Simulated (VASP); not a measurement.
# GaSb (I-4m2) in VASP: notebook

Runs on GaSb. Level: PBEsol. Tasks: single point.

Everything below comes from runs of VASP 6.6.1. Logs are shortened: lines on timing, memory, paths and dates and some standing lists are left out, and cuts for length are marked.

**1. The cell of the first run**

It takes space group I-4m2 (No. 119, tetragonal). The conventional cell has a = 5.507 Å, b = 5.507 Å, c = 3.181 Å, α = 90.00°, β = 90.00°, γ = 90.00°. Ga (site symmetry -4m2) has 8 Sb at 2.87 to 3.64 Å and 2 Ga at 3.18 Å within 3.8 Å. Sb (site symmetry -4m2) has 8 Ga at 2.87 to 3.64 Å and 2 Sb at 3.18 Å within 3.8 Å.

**2. Single point, PBEsol**

INCAR reads:

```
PREC     = Accurate       # precision mode
ENCUT    = 500            # plane-wave cutoff, eV
EDIFF    = 1E-6           # SCF threshold, eV
ISMEAR   = -1             # smearing method
SIGMA    = 0.1            # smearing width, eV
LREAL    = F              # projectors in reciprocal space
LASPH    = T              # aspherical terms in the spheres
NELM     = 120            # most SCF steps
ALGO     = Normal         # electronic algorithm
ISIF     = 2              # what is computed and relaxed
LWAVE    = F              # write WAVECAR
LCHARG   = F              # write CHGCAR
GGA      = PS             # functional
NBANDS   = 16             # bands
GGA_COMPAT= F
```

KPOINTS reads:

```
regular mesh
0
Gamma
  3 3 3
```

POSCAR reads:

```
GaSb
1.0
   -2.7534340000      2.7534340000      1.5907070000
    2.7534340000     -2.7534340000      1.5907070000
    2.7534340000      2.7534340000     -1.5907070000
Ga Sb
1 1
Direct
    0.7500000000      0.2500000000      0.5000000000
    0.0000000000      0.0000000000      0.0000000000
```

Potentials or basis: VASP PAW PBE potentials, release 64 (Ga_d, Sb).

Run with:

```sh
$ cat potpaw_PBE.64/Ga_d/POTCAR potpaw_PBE.64/Sb/POTCAR > POTCAR
$ mpirun -np 1 vasp_std > vasp.out
```

OUTCAR:

```text
PREC = Accurate
   ENCUT = 500
   EDIFF = 1E-6
   ISMEAR = -1
   LREAL = F
   LASPH = T
   NELM = 120
   ISIF = 2
   GGA = PS

 ion  position               nearest neighbor table
   1  0.750  0.250  0.500-   2 2.87   2 2.87   2 2.87   2 2.87
   2  0.000  0.000  0.000-   1 2.87   1 2.87   1 2.87   1 2.87

  LATTYP: Found a body centered tetragonal cell.
 ALAT       =     5.5068680000
 C/A-ratio  =     0.5777174975

  Lattice vectors:

 A1 = (  -2.7534340000,   2.7534340000,   1.5907070000)
 A2 = (   2.7534340000,  -2.7534340000,   1.5907070000)
 A3 = (   2.7534340000,   2.7534340000,  -1.5907070000)

Analysis of symmetry for initial positions (statically):
=====================================================================
 Subroutine PRICEL returns:
 Original cell was already a primitive cell.

 Routine SETGRP: Setting up the symmetry group for a
 body centered tetragonal supercell.

 Subroutine GETGRP returns: Found  8 space group operations
 (whereof  8 operations were pure point group operations)
 out of a pool of 16 trial point group operations.

The static configuration has the point symmetry D_2d.

Analysis of symmetry for dynamics (positions and initial velocities):
=====================================================================
 Subroutine PRICEL returns:
 Original cell was already a primitive cell.

 Routine SETGRP: Setting up the symmetry group for a
 body centered tetragonal supercell.

 Subroutine GETGRP returns: Found  8 space group operations
 (whereof  8 operations were pure point group operations)
 out of a pool of 16 trial point group operations.

The dynamic configuration has the point symmetry D_2d.

 Subroutine INISYM returns: Found  8 space group operations
 (whereof  8 operations are pure point group operations),
 and found     1 'primitive' translations

----------------------------------------------------------------------------------------

                                     Primitive cell

  volume of cell :      48.2391

  direct lattice vectors                    reciprocal lattice vectors
    -2.753434000  2.753434000  1.590707000     0.000000000  0.181591424  0.314325643
     2.753434000 -2.753434000  1.590707000     0.181591424  0.000000000  0.314325643
     2.753434000  2.753434000 -1.590707000     0.181591424  0.181591424  0.000000000

  length of vectors
     4.206322187  4.206322187  4.206322187     0.363009717  0.363009717  0.256809054

  position of ions in fractional coordinates (direct lattice)
     0.750000000  0.250000000  0.500000000
     0.000000000  0.000000000  0.000000000

  ion indices of the primitive-cell ions
   primitive index   ion index
                 1           1
                 2           2

----------------------------------------------------------------------------------------

 KPOINTS: regular mesh

Automatic generation of k-mesh.
 Grid dimensions read from file:
 generate k-points for:    3    3    3

 Generating k-lattice:

  Cartesian coordinates                     Fractional coordinates (reciprocal lattice)
     0.000000000  0.060530475  0.104775214     0.333333333  0.000000000  0.000000000
     0.060530475  0.000000000  0.104775214     0.000000000  0.333333333  0.000000000
     0.060530475  0.060530475  0.000000000     0.000000000  0.000000000  0.333333333

  Length of vectors
     0.121003239  0.121003239  0.085603018

  Shift w.r.t. Gamma in fractional coordinates (k-lattice)
     0.000000000  0.000000000  0.000000000

 Subroutine IBZKPT returns following result:
 ===========================================

 Found      6 irreducible k-points:

 Following reciprocal coordinates:
            Coordinates               Weight
  0.000000  0.000000  0.000000      1.000000
  0.333333  0.000000  0.000000      8.000000
  0.333333  0.333333  0.000000      8.000000
 -0.333333  0.333333  0.000000      4.000000
 -0.333333  0.333333  0.333333      4.000000
 -0.333333 -0.333333  0.333333      2.000000
   k-points           NKPTS =      6   k-points in BZ     NKDIM =      6   number of bands    NBANDS=     16
   number of dos      NEDOS =    301   number of ions     NIONS =      2
   total plane-waves  NPLWV =  32768
   dimension x,y,z NGX =    32 NGY =   32 NGZ =   32
   dimension x,y,z NGXF=    64 NGYF=   64 NGZF=   64
   ions per type =               1   1
   NGX,Y,Z   is equivalent  to a cutoff of  12.65, 12.65, 12.65 a.u.
   NGXF,Y,Z  is equivalent  to a cutoff of  25.29, 25.29, 25.29 a.u.
 SYSTEM =  unknown system
   PREC   = accura    normal or accurate (medium, high low for compatibility)
   ISTART =      0    job   : 0-new  1-cont  2-samecut
   ICHARG =      2    charge: 1-file 2-atom 10-const
   ISPIN  =      1    spin polarized calculation?
   LNONCOLLINEAR =      F non collinear calculations
   LSORBIT =      F    spin-orbit coupling
   LASPH  =      T    aspherical Exc in radial PAW
   ENCUT  =  500.0 eV  36.75 Ry    6.06 a.u.   7.67  7.67  7.67*2*pi/ulx,y,z
   NELM   =    120;   NELMIN=  2; NELMDL= -5     # of ELM steps
   EDIFF  = 0.1E-05   stopping-criterion for ELM
   LREAL  =      F    real-space projection
   EDIFFG = 0.1E-04   stopping-criterion for IOM
   NSW    =      0    number of steps for IOM
   IBRION =     -1    ionic relax: 0-MD 1-quasi-New 2-CG
   NFREE  =      0    steps in history (QN), initial steepest desc. (CG)
   ISIF   =      2    stress and relaxation
   ISYM   =      2    0-nonsym 1-usesym 2-fastsym
   POTIM  = 0.5000    time-step for ionic-motion
   TEBEG  =    0.0;   TEEND  =   0.0 temperature during run
   PSTRESS=    0.0 pullay stress
   NELECT =      18.0000    total number of electrons
   NUPDOWN=      -1.0000    fix difference up-down
   EMIN   =  10.00;   EMAX   =-10.00  energy-range for DOS
   EFERMI =   0.00;   METHOD = LEGACY
   ISMEAR =    -1;   SIGMA  =   0.10  broadening in eV -4-tet -1-fermi 0-gaus
   EFERMI_NEDOS =   21; number of points for ismear=-14 and -15
   IALGO  =     38    algorithm
   IMIX   =      4    mixing-type and parameters
     AMIX     =   0.40;   BMIX     =  1.00
     AMIX_MAG =   1.60;   BMIX_MAG =  1.00
  volume/ion in A,a.u.               =      24.12       162.77
  Fermi-wavevector in a.u.,A,eV,Ry     =   1.178598  2.227228 18.899772  1.389094
  Thomas-Fermi vector in A             =   2.314924
   LORBIT       =      0    0 simple, 1 ext, 2 COOP (PROOUT), +10 PAW based schemes
   GGA     = PS    functional components
   LHFCALC =     F    Hartree Fock is set to
   AEXX    =    0.0000 exact exchange contribution
   IVDW    =     0    specifies the selected vdW correction
   LEPSILON=     F    determine dielectric tensor
   LRPA    =     F    only Hartree local field effects (RPA)
 non-spin polarized calculation
  energy-cutoff  :      500.00
  volume of cell :       48.24
 maximum number of plane-waves:      1253
 NGX is ok and might be reduce to    30
   NGX = 15   NGY = 15   NGZ = 15

 number of electron      17.9999994 magnetization

 Free energy of the ion-electron system (eV)
  ---------------------------------------------------
  ext. energy  EPLUGINS =         0.00000000
  ---------------------------------------------------
  free energy    TOTEN  =        -7.89546966 eV

  energy without entropy =       -7.85950378  energy(sigma->0) =       -7.87748672

 E-fermi :   6.6778     XC(G=0): -10.3526

 val. band max:        5.6953024905   @ k =  -0.3333   0.3333   0.0000
 cond. band min:       6.7922966580   @ k =   0.3333   0.0000   0.0000
 fundamental gap:      1.0969941675
 Fermi energy:         6.6777830690

 k-point     1 :       0.0000    0.0000    0.0000
  band No.  band energies     occupation
      1      -8.7137      2.00000
      2      -8.6018      2.00000
      3      -8.5978      2.00000
      4      -8.5959      2.00000
      5      -8.5959      2.00000
      6      -5.4738      2.00000
[... 8 lines left out ...]
     15      16.4427      0.00000
     16      17.1261      0.00000

 k-point     2 :       0.3333    0.0000    0.0000
  band No.  band energies     occupation
      1      -8.6443      2.00000
      2      -8.6384      2.00000
      3      -8.6119      2.00000
      4      -8.6076      2.00000
      5      -8.5802      2.00000
      6      -3.4135      2.00000
[... 8 lines left out ...]
     15      13.7007      0.00000
     16      17.0511      0.00000

 k-point     3 :       0.3333    0.3333    0.0000
  band No.  band energies     occupation
      1      -8.6446      2.00000
      2      -8.6356      2.00000
      3      -8.6180      2.00000
      4      -8.6080      2.00000
      5      -8.5759      2.00000
      6      -2.2752      2.00000
[... 8 lines left out ...]
     15      15.1630      0.00000
     16      17.3926      0.00000

 k-point     4 :      -0.3333    0.3333    0.0000
  band No.  band energies     occupation
      1      -8.7081      2.00000
      2      -8.6160      2.00000
      3      -8.5976      2.00000
      4      -8.5893      2.00000
      5      -8.5887      2.00000
      6      -4.5404      2.00000
[... 8 lines left out ...]
     15      15.2468      0.00000
     16      15.9731      0.00000

 k-point     5 :      -0.3333    0.3333    0.3333
  band No.  band energies     occupation
      1      -8.7080      2.00000
      2      -8.6518      2.00000
      3      -8.5913      2.00000
      4      -8.5907      2.00000
      5      -8.5759      2.00000
      6      -3.6481      2.00000
[... 8 lines left out ...]
     15      17.4327      0.00000
     16      17.9007      0.00000

 k-point     6 :      -0.3333   -0.3333    0.3333
  band No.  band energies     occupation
      1      -8.6431      2.00000
      2      -8.6355      2.00000
      3      -8.6355      2.00000
      4      -8.6102      2.00000
      5      -8.5695      2.00000
      6      -1.6455      2.00000
[... 8 lines left out ...]
     15      19.1977      0.00000
     16      19.1977      0.00000

------------------------ aborting loop because EDIFF is reached ----------------------------------------

  FORCE on cell =-STRESS in cart. coord.  units (eV):
  Direction    XX          YY          ZZ          XY          YZ          ZX
  --------------------------------------------------------------------------------------
  -------------------------------------------------------------------------------------
  Total       -1.0890451     -1.0890451     -0.6930986      0.0000000      0.0000000      0.0000000
  in kB      -36.1706996    -36.1706996    -23.0200393      0.0000000      0.0000000      0.0000000
  external PRESSURE =     -31.7871462 kB  Pullay stress =       0.0000000 kB

 VOLUME and BASIS-vectors are now :
 -----------------------------------------------------------------------------
  energy-cutoff  :      500.00
  volume of cell :       48.24
      direct lattice vectors                 reciprocal lattice vectors
    -2.753434000  2.753434000  1.590707000     0.000000000  0.181591424  0.314325643
     2.753434000 -2.753434000  1.590707000     0.181591424  0.000000000  0.314325643
     2.753434000  2.753434000 -1.590707000     0.181591424  0.181591424  0.000000000

 POSITION                                       TOTAL-FORCE (eV/Angst)
 -----------------------------------------------------------------------------------
      0.00000      2.75343      0.79535         0.000000      0.000000      0.000000
      0.00000      0.00000      0.00000        -0.000000     -0.000000     -0.000000
 -----------------------------------------------------------------------------------
    total drift:                               -0.000000      0.000000      0.000000

  FREE ENERGIE OF THE ION-ELECTRON SYSTEM (eV)
  ---------------------------------------------------
  free  energy   TOTEN  =        -7.8954696579 eV

  energy  without entropy=       -7.8595037814  energy(sigma->0) =       -7.87748672
```

Run time: 6.2 s. Hardware: 1 thread of Intel Xeon Platinum 8259CL at 2.50GHz (Skylake/Cascade Lake), shared host; peak memory 0.17 GiB.

Results:

```yaml
Free_energy: -7.8955 eV
Pressure: -3.2 GPa
Band_gap_on_the_k_mesh: zero (bands 9 and 10 overlap by 3.81 eV)
```

Caveat: the k points lie up to 0.76 Å⁻¹ apart, too coarse for converged energies and pressures of a metal; the PAW data sets were made with another functional, which shifts forces and pressure a little; spin-orbit coupling is left out, which moves the levels of the heavy elements.

**3. Single point, PBEsol**

INCAR reads:

```
SYSTEM = GaSb
PREC = Accurate
ENCUT = 500
EDIFF = 1E-6
ISMEAR = -1
SIGMA = 0.1
LREAL = .FALSE.
LASPH = .TRUE.
NELM = 120
ALGO = Normal
ISIF = 2
LWAVE = .FALSE.
LCHARG = .FALSE.
GGA = PS
NBANDS = 16
GGA_COMPAT = .FALSE.
```

KPOINTS reads:

```
Automatic mesh
0
G
  4 4 4
  0 0 0
```

POSCAR is that of step 2.

Potentials or basis: VASP PAW PBE potentials, release 64 (Ga_d, Sb).

Run with:

```sh
$ cat potpaw_PBE.64/Ga_d/POTCAR potpaw_PBE.64/Sb/POTCAR > POTCAR
$ mpirun -np 1 vasp_std > vasp.out
```

Run time: 9.3 s. Hardware: 1 thread of Intel Xeon Platinum 8259CL at 2.50GHz (Skylake/Cascade Lake), shared host; peak memory 0.17 GiB.

The run converged. Its results:

```yaml
Free_energy: -7.8848 eV
Pressure: -3.8 GPa
Band_gap_on_the_k_mesh: zero (bands 9 and 10 overlap by 3.48 eV)
```

Stress tensor (GPa, compression positive):
```
-6.10  0.00  0.00
 0.00 -6.10  0.00
 0.00  0.00  0.79
```

Levels at points of the mesh, in eV from the Fermi level:
```
           k point  band 6  band 7  band 8  band 9  band 10  band 11  band 12  band 13
(0.00, 0.00, 0.00)  -11.91   -2.95   -1.85   -1.85     3.40     5.10     7.08     7.08
(0.50, 0.00, 0.00)   -8.28   -5.59   -2.39   -1.49    -1.16     2.40     3.25     5.11
(0.50, 0.50, 0.00)  -10.41   -8.06    0.04    1.76     2.13     2.34     4.62     6.48
(0.50, 0.50, 0.50)   -9.24   -5.98   -4.96   -4.96     3.49     4.92    10.35    10.35
```

Caveat: the k points lie up to 0.57 Å⁻¹ apart, too coarse for converged energies and pressures of a metal; the PAW data sets were made with another functional, which shifts forces and pressure a little; spin-orbit coupling is left out, which moves the levels of the heavy elements.

(Part 1 of 2 ends here.)
